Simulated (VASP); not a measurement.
# Ti (Im-3m) in VASP: a series of runs

The runs below take Ti through single point, with PBEsol.

All numbers are computed with VASP 6.6.1; they aren't measurements. Logs are shortened: lines on timing, memory, paths and dates and some standing lists are left out, and cuts for length are marked.

**1. The cell of the first run**

It takes space group Im-3m (No. 229, cubic). Conventional cell: a = 3.029 Å, b = 3.029 Å, c = 3.029 Å, α = 90.00°, β = 90.00°, γ = 90.00°. Within 3.5 Å of Ti (site symmetry m-3m) lie 14 Ti at 2.62 to 3.03 Å.

**2. Single point, PBEsol (volume 13.891 Å^3 an atom, c/a of the conventional cell 1.0000)**

The input, INCAR:

```
PREC = Accurate ; ENCUT = 520
EDIFF = 1E-7 ; ISMEAR = 0
SIGMA = 0.15 ; LREAL = False
LASPH = True ; NELM = 100
ALGO = Normal ; ISIF = 2
LWAVE = False ; LCHARG = True
GGA = PS ; LELF = True
LVHAR = True ; NBANDS = 12
```

The input, KPOINTS:

```
regular mesh
0
Gamma
  22 22 22
```

The input, POSCAR:

```
Ti
1.0
   -1.5143438797      1.5143438797      1.5143438797
    1.5143438797     -1.5143438797      1.5143438797
    1.5143438797      1.5143438797     -1.5143438797
Ti
1
Direct
    0.0000000000      0.0000000000      0.0000000000
```

Potentials or basis: VASP PAW PBE potentials, release 64 (Ti_sv).

Run with:

```
$ cat potpaw_PBE.64/Ti_sv/POTCAR > POTCAR
$ mpirun -np 1 vasp_std > vasp.out
```

OUTCAR:

```text
PREC = Accurate
   ENCUT = 520
   EDIFF = 1E-7
   ISMEAR = 0
   LREAL = False
   LASPH = True
   NELM = 100
   ISIF = 2
   GGA = PS

 ion  position               nearest neighbor table
   1  0.000  0.000  0.000-

  LATTYP: Found a body centered cubic cell.
 ALAT       =     3.0286877594

  Lattice vectors:

 A1 = (  -1.5143438797,   1.5143438797,   1.5143438797)
 A2 = (   1.5143438797,  -1.5143438797,   1.5143438797)
 A3 = (   1.5143438797,   1.5143438797,  -1.5143438797)

Analysis of symmetry for initial positions (statically):
=====================================================================
 Subroutine PRICEL returns:
 Original cell was already a primitive cell.

 Routine SETGRP: Setting up the symmetry group for a
 body centered cubic supercell.

 Subroutine GETGRP returns: Found 48 space group operations
 (whereof 48 operations were pure point group operations)
 out of a pool of 48 trial point group operations.

The static configuration has the point symmetry O_h .

Analysis of symmetry for dynamics (positions and initial velocities):
=====================================================================
 Subroutine PRICEL returns:
 Original cell was already a primitive cell.

 Routine SETGRP: Setting up the symmetry group for a
 body centered cubic supercell.

 Subroutine GETGRP returns: Found 48 space group operations
 (whereof 48 operations were pure point group operations)
 out of a pool of 48 trial point group operations.

The dynamic configuration has the point symmetry O_h .

 Subroutine INISYM returns: Found 48 space group operations
 (whereof 48 operations are pure point group operations),
 and found     1 'primitive' translations

----------------------------------------------------------------------------------------

                                     Primitive cell

  volume of cell :      13.8910

  direct lattice vectors                    reciprocal lattice vectors
    -1.514343880  1.514343880  1.514343880     0.000000000  0.330175997  0.330175997
     1.514343880 -1.514343880  1.514343880     0.330175997  0.000000000  0.330175997
     1.514343880  1.514343880 -1.514343880     0.330175997  0.330175997  0.000000000

  length of vectors
     2.622920540  2.622920540  2.622920540     0.466939373  0.466939373  0.466939373

  position of ions in fractional coordinates (direct lattice)
     0.000000000  0.000000000  0.000000000

  ion indices of the primitive-cell ions
   primitive index   ion index
                 1           1

----------------------------------------------------------------------------------------

 KPOINTS: regular mesh

Automatic generation of k-mesh.
 Grid dimensions read from file:
 generate k-points for:   22   22   22

 Generating k-lattice:

  Cartesian coordinates                     Fractional coordinates (reciprocal lattice)
     0.000000000  0.015008000  0.015008000     0.045454545  0.000000000  0.000000000
     0.015008000  0.000000000  0.015008000     0.000000000  0.045454545  0.000000000
     0.015008000  0.015008000  0.000000000     0.000000000  0.000000000  0.045454545

  Length of vectors
     0.021224517  0.021224517  0.021224517

  Shift w.r.t. Gamma in fractional coordinates (k-lattice)
     0.000000000  0.000000000  0.000000000

 Subroutine IBZKPT returns following result:
 ===========================================

 Found    328 irreducible k-points:

 Following reciprocal coordinates:
            Coordinates               Weight
  0.000000  0.000000  0.000000      1.000000
  0.045455  0.000000  0.000000     12.000000
  0.090909  0.000000  0.000000     12.000000
  0.136364  0.000000  0.000000     12.000000
  0.181818  0.000000  0.000000     12.000000
  0.227273  0.000000  0.000000     12.000000
[... 16 lines left out ...]
  0.090909  0.090909  0.000000     24.000000
  0.136364  0.090909  0.000000     48.000000
 [... further k-points ...]
   k-points           NKPTS =    328   k-points in BZ     NKDIM =    328   number of bands    NBANDS=     12
   number of dos      NEDOS =    301   number of ions     NIONS =      1
   total plane-waves  NPLWV =   8000
   dimension x,y,z NGX =    20 NGY =   20 NGZ =   20
   dimension x,y,z NGXF=    40 NGYF=   40 NGZF=   40
   ions per type =               1
   NGX,Y,Z   is equivalent  to a cutoff of  12.68, 12.68, 12.68 a.u.
   NGXF,Y,Z  is equivalent  to a cutoff of  25.35, 25.35, 25.35 a.u.
 SYSTEM =  unknown system
   PREC   = accura    normal or accurate (medium, high low for compatibility)
   ISTART =      0    job   : 0-new  1-cont  2-samecut
   ICHARG =      2    charge: 1-file 2-atom 10-const
   ISPIN  =      1    spin polarized calculation?
   LNONCOLLINEAR =      F non collinear calculations
   LSORBIT =      F    spin-orbit coupling
   LASPH  =      T    aspherical Exc in radial PAW
   ENCUT  =  520.0 eV  38.22 Ry    6.18 a.u.   4.88  4.88  4.88*2*pi/ulx,y,z
   NELM   =    100;   NELMIN=  2; NELMDL= -5     # of ELM steps
   EDIFF  = 0.1E-06   stopping-criterion for ELM
   LREAL  =      F    real-space projection
   EDIFFG = 0.1E-05   stopping-criterion for IOM
   NSW    =      0    number of steps for IOM
   IBRION =     -1    ionic relax: 0-MD 1-quasi-New 2-CG
   NFREE  =      0    steps in history (QN), initial steepest desc. (CG)
   ISIF   =      2    stress and relaxation
   ISYM   =      2    0-nonsym 1-usesym 2-fastsym
   POTIM  = 0.5000    time-step for ionic-motion
   TEBEG  =    0.0;   TEEND  =   0.0 temperature during run
   PSTRESS=    0.0 pullay stress
   NELECT =      12.0000    total number of electrons
   NUPDOWN=      -1.0000    fix difference up-down
   EMIN   =  10.00;   EMAX   =-10.00  energy-range for DOS
   EFERMI =   0.00;   METHOD = LEGACY
   ISMEAR =     0;   SIGMA  =   0.15  broadening in eV -4-tet -1-fermi 0-gaus
   EFERMI_NEDOS =   21; number of points for ismear=-14 and -15
   IALGO  =     38    algorithm
   IMIX   =      4    mixing-type and parameters
     AMIX     =   0.40;   BMIX     =  1.00
     AMIX_MAG =   1.60;   BMIX_MAG =  1.00
  volume/ion in A,a.u.               =      13.89        93.74
  Fermi-wavevector in a.u.,A,eV,Ry     =   1.559160  2.946386 33.075498  2.430981
  Thomas-Fermi vector in A             =   2.662559
   LORBIT       =      0    0 simple, 1 ext, 2 COOP (PROOUT), +10 PAW based schemes
   GGA     = PS    functional components
   LHFCALC =     F    Hartree Fock is set to
   AEXX    =    0.0000 exact exchange contribution
   IVDW    =     0    specifies the selected vdW correction
   LEPSILON=     F    determine dielectric tensor
   LRPA    =     F    only Hartree local field effects (RPA)
 non-spin polarized calculation
 Gauss-broadening in eV      SIGMA  =   0.15
  energy-cutoff  :      520.00
  volume of cell :       13.89
 maximum number of plane-waves:       386
   NGX =  9   NGY =  9   NGZ =  9

 number of electron      12.0000003 magnetization

 Free energy of the ion-electron system (eV)
  ---------------------------------------------------
  ext. energy  EPLUGINS =         0.00000000
  ---------------------------------------------------
  free energy    TOTEN  =        -8.06236289 eV

  energy without entropy =       -8.04377827  energy(sigma->0) =       -8.05307058

 E-fermi :  10.4820     XC(G=0): -12.7403

 val. band max:       10.4807726986   @ k =  -0.2273   0.3182   0.0909
 cond. band min:      10.4880990707   @ k =   0.1364   0.0909   0.0909
 fundamental gap:      0.0073263721
 Fermi energy:        10.4820427827

 k-point     1 :       0.0000    0.0000    0.0000
  band No.  band energies     occupation
      1     -45.4439      2.00000
      2     -21.0074      2.00000
      3     -21.0074      2.00000
      4     -21.0074      2.00000
      5       4.1480      2.00000
      6      11.6374      0.00000
      7      11.6374      0.00000
      8      11.6374      0.00000
      9      13.9563      0.00000
     10      13.9563      0.00000
     11      29.5243      0.00000
     12      29.5243      0.00000

 k-point     2 :       0.0455    0.0000    0.0000
  band No.  band energies     occupation
      1     -45.4376      2.00000
      2     -21.0370      2.00000
      3     -21.0159      2.00000
      4     -21.0077      2.00000
      5       4.2372      2.00000
      6      11.5919      0.00000
      7      11.6260      0.00000
      8      11.7072      0.00000
      9      13.8981      0.00000
     10      13.9584      0.00000
     11      29.4975      0.00000
     12      29.5441      0.00000

 k-point     3 :       0.0909    0.0000    0.0000
  band No.  band energies     occupation
      1     -45.4191      2.00000
      2     -21.1229      2.00000
      3     -21.0409      2.00000
      4     -21.0087      2.00000
      5       4.4985      2.00000
      6      11.4612      0.00000
      7      11.5803      0.00000
      8      11.9139      0.00000
      9      13.7537      0.00000
     10      13.9662      0.00000
     11      29.3755      0.00000
     12      29.5640      0.00000
[... 286 lines left out ...]
 k-point    23 :       0.0909    0.0909    0.0000
  band No.  band energies     occupation
      1     -45.3730      2.00000
      2     -21.3303      2.00000
      3     -21.0794      2.00000
      4     -21.0359      2.00000
      5       5.1538      2.00000
      6      11.2211      0.00000
      7      11.2996      0.00000
      8      12.4898      0.00000
      9      13.4718      0.00000
     10      14.0549      0.00000
     11      28.8494      0.00000
     12      29.5743      0.00000

 k-point    24 :       0.1364    0.0909    0.0000
  band No.  band energies     occupation
      1     -45.3365      2.00000
      2     -21.4849      2.00000
      3     -21.1270      2.00000
      4     -21.0451      2.00000
      5       5.6760      2.00000
      6      10.9958      0.00000
      7      11.0961      0.00000
      8      12.9582      0.00000
      9      13.3715      0.00000
     10      14.1315      0.00000
     11      28.3502      0.00000
     12      29.0875      0.00000

 [... further k-points ...]

------------------------ aborting loop because EDIFF is reached ----------------------------------------

  FORCE on cell =-STRESS in cart. coord.  units (eV):
  Direction    XX          YY          ZZ          XY          YZ          ZX
  --------------------------------------------------------------------------------------
  -------------------------------------------------------------------------------------
  Total        2.2008550      2.2008550      2.2008550      0.0000000      0.0000000     -0.0000000
  in kB      253.8449360    253.8449360    253.8449360      0.0000000      0.0000000     -0.0000000
  external PRESSURE =     253.8449360 kB  Pullay stress =       0.0000000 kB

 VOLUME and BASIS-vectors are now :
 -----------------------------------------------------------------------------
  energy-cutoff  :      520.00
  volume of cell :       13.89
      direct lattice vectors                 reciprocal lattice vectors
    -1.514343880  1.514343880  1.514343880     0.000000000  0.330175997  0.330175997
     1.514343880 -1.514343880  1.514343880     0.330175997  0.000000000  0.330175997
     1.514343880  1.514343880 -1.514343880     0.330175997  0.330175997  0.000000000

 POSITION                                       TOTAL-FORCE (eV/Angst)
 -----------------------------------------------------------------------------------
      0.00000      0.00000      0.00000        -0.000000      0.000000     -0.000000
 -----------------------------------------------------------------------------------
    total drift:                                0.000000     -0.000000      0.000000

  FREE ENERGIE OF THE ION-ELECTRON SYSTEM (eV)
  ---------------------------------------------------
  free  energy   TOTEN  =        -8.0623628924 eV

  energy  without entropy=       -8.0437782729  energy(sigma->0) =       -8.05307058
```

Run time: 24 s. Hardware: 1 thread of Intel Xeon Platinum 8559C (Emerald Rapids), shared host; peak memory 0.16 GiB.

What came out:

- Free energy: -8.0624 eV
- Pressure: 25.4 GPa
- Band gap on the k mesh: zero (band 6 reaches 11.64 eV, above the bottom of band 7 at 9.65 eV)

Caveat: the PAW data sets were made with another functional, which shifts forces and pressure a little.

[end of part 1 of 2]
